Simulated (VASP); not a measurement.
# Cs in VASP: notebook, part 2 of 2

VASP 6.6.1.

**4. Single point, PBE (strain -0.025 along x and y, -0.050 along z)**

Input file INCAR:

```
SYSTEM = Cs
ALGO = Fast
EDIFF = 1E-7
ENCUT = 520
GGA = PE
ISIF = 2
ISMEAR = 0
LASPH = .True.
LCHARG = .False.
LREAL = .False.
LWAVE = .False.
NBANDS = 10
NELM = 60
PREC = Accurate
SIGMA = 0.15
```

Input file KPOINTS:

```
k-points
0
Gamma
  12 12 12
  0 0 0
```

Input file POSCAR:

```
Cs
1.0
   -2.9469375000      2.9469375000      2.8713750000
    2.9469375000     -2.9469375000      2.8713750000
    2.9469375000      2.9469375000     -2.8713750000
Cs
1
Direct
    0.0000000000      0.0000000000      0.0000000000
```

The run is started by

```
$ cat potpaw_PBE.64/Cs_sv/POTCAR > POTCAR
$ mpirun -np 1 vasp_std > vasp.out
```

Wall time 89 s (1 thread of AMD EPYC 9R45 (Zen 5), shared host); peak memory 0.3 GiB.

It converged, with:

- Free energy: -0.8377 eV
- Pressure: 0.4 GPa

Levels at points of the mesh, in eV from the Fermi level:
| k point | band 1 | band 2 | band 3 | band 4 | band 5 | band 6 | band 7 | band 8 | band 9 | band 10 |
| --- | --- | --- | --- | --- | --- | --- | --- | --- | --- | --- |
| (0.00, 0.00, 0.00) | -23.79 | -10.50 | -10.50 | -10.50 | -1.82 | 2.49 | 2.62 | 2.62 | 3.45 | 3.63 |
| (0.50, 0.00, 0.00) | -23.78 | -10.72 | -10.58 | -10.51 | -0.02 | 1.07 | 1.58 | 3.46 | 4.11 | 4.62 |
| (0.50, 0.50, 0.00) | -23.78 | -10.73 | -10.57 | -10.50 | -0.05 | 1.01 | 1.70 | 3.34 | 4.00 | 4.68 |
| (0.50, 0.50, 0.50) | -23.77 | -10.66 | -10.66 | -10.65 | 0.48 | 0.54 | 3.33 | 3.33 | 3.56 | 4.80 |

Caveat: the cell differs from its parent crystal (strain -0.025 along x and y, -0.050 along z); spin-orbit coupling is left out, which moves the levels of the heavy elements.

**5. Single point, PBE (strain -0.025 along x and y, +0.000 along z)**

Input file INCAR:

```
ALGO = Fast
EDIFF = 1E-6
ENCUT = 520
GGA = PE
ISIF = 2
ISMEAR = 0
LASPH = T
LCHARG = F
LREAL = F
LWAVE = F
NBANDS = 10
NELM = 60
PREC = Accurate
SIGMA = 0.15
```

Input file KPOINTS:

```
k-points
0
Gamma
  12 12 12
```

Input file POSCAR:

```
Cs
1.0
   -2.9469375000      2.9469375000      3.0225000000
    2.9469375000     -2.9469375000      3.0225000000
    2.9469375000      2.9469375000     -3.0225000000
Cs
1
Direct
    0.0000000000      0.0000000000      0.0000000000
```

Potentials or basis: VASP PAW PBE potentials, release 64 (Cs_sv).

The run is started by

```
$ cat potpaw_PBE.64/Cs_sv/POTCAR > POTCAR
$ mpirun -np 1 vasp_std > vasp.out
```

OUTCAR:

```text
EDIFF = 1E-6
   ENCUT = 520
   GGA = PE
   ISIF = 2
   ISMEAR = 0
   LASPH = T
   LREAL = F
   NELM = 60
   PREC = Accurate

 ion  position               nearest neighbor table
   1  0.000  0.000  0.000-

  LATTYP: Found a body centered tetragonal cell.
 ALAT       =     5.8938750000
 C/A-ratio  =     1.0256410256

  Lattice vectors:

 A1 = (  -2.9469375000,   2.9469375000,   3.0225000000)
 A2 = (   2.9469375000,  -2.9469375000,   3.0225000000)
 A3 = (   2.9469375000,   2.9469375000,  -3.0225000000)

Analysis of symmetry for initial positions (statically):
=====================================================================
 Subroutine PRICEL returns:
 Original cell was already a primitive cell.

 Routine SETGRP: Setting up the symmetry group for a
 body centered tetragonal supercell.

 Subroutine GETGRP returns: Found 16 space group operations
 (whereof 16 operations were pure point group operations)
 out of a pool of 16 trial point group operations.

The static configuration has the point symmetry D_4h.

Analysis of symmetry for dynamics (positions and initial velocities):
=====================================================================
 Subroutine PRICEL returns:
 Original cell was already a primitive cell.

 Routine SETGRP: Setting up the symmetry group for a
 body centered tetragonal supercell.

 Subroutine GETGRP returns: Found 16 space group operations
 (whereof 16 operations were pure point group operations)
 out of a pool of 16 trial point group operations.

The dynamic configuration has the point symmetry D_4h.

 Subroutine INISYM returns: Found 16 space group operations
 (whereof 16 operations are pure point group operations),
 and found     1 'primitive' translations

----------------------------------------------------------------------------------------

                                     Primitive cell

  volume of cell :     104.9949

[... 110 lines left out ...]
   LORBIT       =      0    0 simple, 1 ext, 2 COOP (PROOUT), +10 PAW based schemes
   GGA     = PE    functional components
   LHFCALC =     F    Hartree Fock is set to
   AEXX    =    0.0000 exact exchange contribution
   IVDW    =     0    specifies the selected vdW correction
   LEPSILON=     F    determine dielectric tensor
   LRPA    =     F    only Hartree local field effects (RPA)
 non-spin polarized calculation
 RMM-DIIS sequential band-by-band and
 Gauss-broadening in eV      SIGMA  =   0.15
  energy-cutoff  :      520.00
  volume of cell :      104.99
 maximum number of plane-waves:      2851
 NGX is ok and might be reduce to    40
   NGX = 19   NGY = 19   NGZ = 19

 number of electron       9.0000000 magnetization

 Free energy of the ion-electron system (eV)
  ---------------------------------------------------
  ext. energy  EPLUGINS =         0.00000000
  ---------------------------------------------------
  free energy    TOTEN  =        -0.84844240 eV

  energy without entropy =       -0.83195418  energy(sigma->0) =       -0.84019829

 E-fermi :   0.6929     XC(G=0):  -5.6411

 val. band max:        0.6884881219   @ k =   0.4167   0.0833   0.0000
 cond. band min:       0.6941019179   @ k =   0.5000   0.0833   0.0000
 fundamental gap:      0.0056137960
 Fermi energy:         0.6929122555

 k-point     1 :       0.0000    0.0000    0.0000
  band No.  band energies     occupation
      1     -23.1179      2.00000
      2      -9.8446      2.00000
      3      -9.8446      2.00000
      4      -9.8445      2.00000
      5      -1.0782      2.00000
      6       3.2040      0.00000
      7       3.2040      0.00000
      8       3.3150      0.00000
      9       4.0836      0.00000
     10       4.2442      0.00000
[... 287 lines left out ...]
 k-point    24 :      -0.4167    0.1667    0.0000
  band No.  band energies     occupation
      1     -23.1092      2.00000
      2      -9.9876      2.00000
      3      -9.8986      2.00000
      4      -9.8590      2.00000
      5       0.2882      1.99986
      6       2.0008      0.00000
      7       2.3649      0.00000
      8       3.8837      0.00000
      9       4.5321      0.00000
     10       4.6721      0.00000

 [... further k-points ...]

------------------------ aborting loop because EDIFF is reached ----------------------------------------

  FORCE on cell =-STRESS in cart. coord.  units (eV):
  Direction    XX          YY          ZZ          XY          YZ          ZX
  --------------------------------------------------------------------------------------
  -------------------------------------------------------------------------------------
  Total        0.1580919      0.1580919      0.1537050      0.0000000     -0.0000000      0.0000000
  in kB        2.4124150      2.4124150      2.3454728      0.0000000     -0.0000000      0.0000000
  external PRESSURE =       2.3901009 kB  Pullay stress =       0.0000000 kB

 VOLUME and BASIS-vectors are now :
 -----------------------------------------------------------------------------
  energy-cutoff  :      520.00
  volume of cell :      104.99
      direct lattice vectors                 reciprocal lattice vectors
    -2.946937500  2.946937500  3.022500000     0.000000000  0.169667663  0.165425972
     2.946937500 -2.946937500  3.022500000     0.169667663  0.000000000  0.165425972
     2.946937500  2.946937500 -3.022500000     0.169667663  0.169667663  0.000000000

 POSITION                                       TOTAL-FORCE (eV/Angst)
 -----------------------------------------------------------------------------------
      0.00000      0.00000      0.00000         0.000000     -0.000000      0.000000
 -----------------------------------------------------------------------------------
    total drift:                                0.000000     -0.000000     -0.000000

  FREE ENERGIE OF THE ION-ELECTRON SYSTEM (eV)
  ---------------------------------------------------
  free  energy   TOTEN  =        -0.8484423983 eV

  energy  without entropy=       -0.8319541830  energy(sigma->0) =       -0.84019829
```

OSZICAR:

```text
N       E                     dE             d eps       ncg     rms          rms(c)
DAV:   1     0.519722766972E+02    0.51972E+02   -0.29890E+03  3260   0.636E+02
DAV:   2     0.429750281528E+01   -0.47675E+02   -0.46431E+02  4220   0.108E+02
DAV:   3    -0.779730213689E+00   -0.50772E+01   -0.50707E+01  3766   0.406E+01
DAV:   4    -0.847504409122E+00   -0.67774E-01   -0.67763E-01  4160   0.568E+00
DAV:   5    -0.847818313349E+00   -0.31390E-03   -0.31389E-03  4436   0.351E-01    0.136E-01
RMM:   6    -0.847738286892E+00    0.80026E-04   -0.12353E-03  3403   0.179E-01    0.899E-02
RMM:   7    -0.848351069825E+00   -0.61278E-03   -0.38587E-03  3518   0.310E-01    0.406E-02
RMM:   8    -0.848442017158E+00   -0.90947E-04   -0.17976E-04  4209   0.855E-02    0.718E-03
RMM:   9    -0.848442577984E+00   -0.56083E-06   -0.42047E-05  4497   0.328E-02    0.198E-03
RMM:  10    -0.848442398301E+00    0.17968E-06   -0.55632E-06  4590   0.136E-02
   1 F= -.84844240E+00 E0= -.84019829E+00  d E =-.164882E-01
```

stdout:

```text
POSCAR found type information on POSCAR Cs
 POSCAR found :  1 types and       1 ions
 scaLAPACK will be used
 LDA part: xc-table for (Slater+PW92), standard interpolation
 POSCAR, INCAR and KPOINTS ok, starting setup
 FFT: planning ... GRIDC
 FFT: planning ... GRID_SOFT
 FFT: planning ... GRID
 WAVECAR not read
 entering main loop
```

Wall time 67 s (1 thread of AMD EPYC 9R45 (Zen 5), shared host); peak memory 0.31 GiB.

What came out:

```
Free energy : -0.8484 eV
Pressure    : 0.2 GPa
```

Caveat: the cell differs from its parent crystal (strain -0.025 along x and y, +0.000 along z); spin-orbit coupling is left out, which moves the levels of the heavy elements.

**6. Summary**

| cell | gap on the mesh (eV) | pressure (GPa) |
| --- | --- | --- |
| a = 5.497 Å, angles 109.5°, 1 atom | none | -0.2 |
| a = 5.017 Å, angles 110.2, 110.2, 108.1°, 1 atom | none | 0.5 |
| a = 5.061 Å, angles 108.8, 108.8, 110.9°, 1 atom | none | 0.4 |
| a = 5.148 Å, angles 110.2, 110.2, 108.1°, 1 atom | none | 0.2 |

Alike in all rows: task single point; level PBE; potentials or basis VASP PAW PBE potentials, release 64 (Cs_sv); no spin polarisation; k mesh 12 × 12 × 12; cutoff (eV) 520; smearing gaussian 0.15 eV.

Caveats: spin-orbit coupling is left out, which moves the levels of the heavy elements.

Total energies depend on the potentials used, so only differences within one code and one set of settings carry meaning.
